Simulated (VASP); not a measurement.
A run of VASP 6.6.1 is set up as follows.

File INCAR:

```
  PREC = Accurate
  ENCUT = 520
  EDIFF = 1E-6
  ISMEAR = -1
  SIGMA = 0.05
  LREAL = Auto
  LASPH = T
  NELM = 150
  ALGO = Normal
  ISIF = 2
  LWAVE = F
  LCHARG = F
  ISPIN = 2
  MAGMOM = 0 0 0 0 0 0 0 0 0 0 0 0 0 0 0 0 0 0 0 0 0 0 0 0 0 0 0 0 0 0 0 0 0 0 0 0 0 0 0 0 0 0 0 0 0 0 0 0 0 0 0 0 0 0 0 0 0 0 0 0 0 0 0
  LORBIT = 11
  GGA = CA
  NELECT = 249.0
  NBANDS = 166
```

KPOINTS

```
Automatic mesh
0
Gamma
  1 1 1
```

File POSCAR:

```
Si62B
1.0
   10.8600000000      0.0000000000      0.0000000000
    0.0000000000     10.8600000000      0.0000000000
    0.0000000000      0.0000000000     10.8600000000
Si B
62 1
Direct
    0.5016965930     -0.0021978821      0.0025169429
    0.6246271639      0.1202764273      0.1295053407
    0.7467324125      0.2486569061      0.0056505525
    0.8759294659      0.3751614180      0.1246891344
    0.8840383057      0.0853195212      0.3337389503
   -0.0154984346      0.0017708103      0.0226514733
    0.1313518416      0.1304351750      0.1232142726
    0.2546532228      0.2520949355     -0.0046236648
    0.3743414365      0.3778416206      0.1253756906
    0.4993265193      0.5021685083     -0.0003919890
    0.6279002762      0.6271665746      0.1259990792
    0.7507950276      0.7481448435     -0.0011395948
    0.2496224678      0.0019146409      0.2511009208
    0.3729165746      0.1278050645      0.3773717311
    0.4995404236      0.2479452118      0.2497343462
    0.6307915285      0.3694279926      0.3724763352
    0.7513571823      0.5010534991      0.2502346225
    0.8732540516      0.6334489871      0.3730745856
    0.4950351750      0.0010858195      0.5026587477
    0.6306663904      0.1232153775      0.6200639042
    0.7577259669      0.2287319521      0.4785250460
    0.8733337017      0.3656395948      0.6141023941
    0.7514736648      0.0006709945      0.7510065378
    0.8734132597      0.1262525783      0.8808186004
   -0.0006390424      0.5011557090     -0.0000636280
    0.1125901473      0.6356279926      0.1271888582
    0.2435883978      0.7522581952      0.0019535912
    0.3723046961      0.8749441989      0.1244339779
    0.0028664825      0.2499173112      0.2477038674
    0.1220692449      0.3775355433      0.3769685083
    0.2434905157      0.5046871087      0.2483448435
    0.3764638122      0.6211771639      0.3752425414
    0.4984686924      0.7510037753      0.2485466851
    0.6151658379      0.8742308471      0.3788985267
    0.0023765193     -0.0029634438      0.4980599448
    0.1222188766      0.1261304788      0.6260360958
    0.2466672192      0.2521066298      0.5016148250
    0.3757119705      0.3746924494      0.6249125230
    0.5031448435      0.4949717311      0.4981560773
    0.6220970534      0.6239755985      0.6244406998
    0.7469804788      0.7548155617      0.4995602210
    0.8758480663      0.8753148250      0.6250290055
    0.2428010129     -0.0008808471      0.7564945672
    0.3786785451      0.1241167587      0.8726059853
    0.5032977901      0.2485932781      0.7460685083
    0.6224935543      0.3743188766      0.8751671271
    0.7485140884      0.4932453039      0.7437840700
    0.8733476980      0.6220046961      0.8725478821
   -0.0169850829      0.7750231123      0.2461497238
    0.1300414365      0.8730906998      0.3773286372
   -0.0031729282      0.5043636280      0.4990677716
    0.1243765193      0.6257528545      0.6269308471
    0.2523114180      0.7458802026      0.5016125230
    0.3711527624      0.8742461326      0.6303879374
   -0.0022266114      0.2503367403      0.7515139042
    0.1259302947      0.3763442910      0.8744000921
    0.2504492634      0.5006902394      0.7498683241
    0.3717404236      0.6273687845      0.8775625230
    0.4993559853      0.7489213628      0.7523545120
    0.6287763352      0.8751616943      0.8768966851
   -0.0014715470      0.7512547882      0.7525670350
    0.1120633517      0.8784863720      0.8868244015
    0.9096536832     -0.0596661142      0.1852211786
```

Potentials or basis: VASP PAW LDA potentials, release 64 (Si, B).

Command:

```console
$ cat potpaw_LDA.64/Si/POTCAR potpaw_LDA.64/B/POTCAR > POTCAR
$ mpirun -np 1 vasp_gam > vasp.out
```

Problem. Predict the net moment.

Solution. 0.00 μB per cell.

Problem. Predict the largest force.

Solution. 0.265 eV/Å.

Forces in eV/Å, atoms in the order of the input:
```
Si  -0.027  0.001 -0.004
Si  -0.110  0.092 -0.012
Si  -0.008  0.003  0.005
Si  -0.001  0.005 -0.001
Si  -0.015 -0.047 -0.042
Si   0.038 -0.034 -0.025
Si   0.007 -0.005 -0.001
Si  -0.003  0.005 -0.003
Si  -0.022  0.026 -0.008
Si   0.008  0.006  0.005
Si   0.005  0.017  0.001
Si   0.023  0.038  0.027
Si   0.000  0.001  0.006
Si  -0.006  0.006  0.009
Si  -0.050  0.056  0.021
Si   0.006  0.014  0.010
Si   0.000  0.007 -0.002
Si   0.002  0.006  0.009
Si   0.000  0.008 -0.002
Si   0.006  0.003  0.005
Si   0.005 -0.012 -0.017
Si  -0.010 -0.008  0.000
Si  -0.004 -0.002  0.005
Si   0.005 -0.012  0.019
Si  -0.009  0.006  0.000
Si   0.004 -0.003 -0.010
Si   0.007 -0.004 -0.005
Si  -0.007 -0.001  0.004
Si  -0.012 -0.015 -0.011
Si  -0.017 -0.012 -0.009
Si  -0.015  0.002  0.009
Si   0.002 -0.001 -0.003
Si  -0.001  0.004  0.001
Si   0.001  0.014 -0.010
Si  -0.008 -0.005  0.001
Si  -0.015  0.005  0.001
Si  -0.018  0.004  0.005
Si  -0.006  0.000 -0.001
Si  -0.001  0.001  0.005
Si   0.002  0.007  0.001
Si  -0.011  0.010 -0.002
Si  -0.004 -0.001  0.001
Si  -0.002 -0.001 -0.017
Si  -0.014  0.009 -0.013
Si   0.003  0.000 -0.006
Si   0.001  0.002  0.001
Si  -0.001  0.002  0.002
Si  -0.006  0.013  0.004
Si   0.040 -0.018  0.023
Si   0.022  0.003  0.022
Si  -0.005 -0.003  0.002
Si   0.001 -0.005  0.000
Si   0.012 -0.007  0.009
Si   0.011  0.004  0.000
Si  -0.014  0.000  0.012
Si  -0.006  0.007  0.002
Si   0.001  0.002  0.002
Si   0.006 -0.001 -0.002
Si   0.007  0.011  0.007
Si  -0.003  0.006  0.012
Si  -0.002 -0.008 -0.007
Si   0.016 -0.013 -0.026
B    0.190 -0.185 -0.008
```

Caveat: the k points lie up to 0.58 Å⁻¹ apart; the cell carries a net charge on a neutralising background, which shifts energy and pressure.
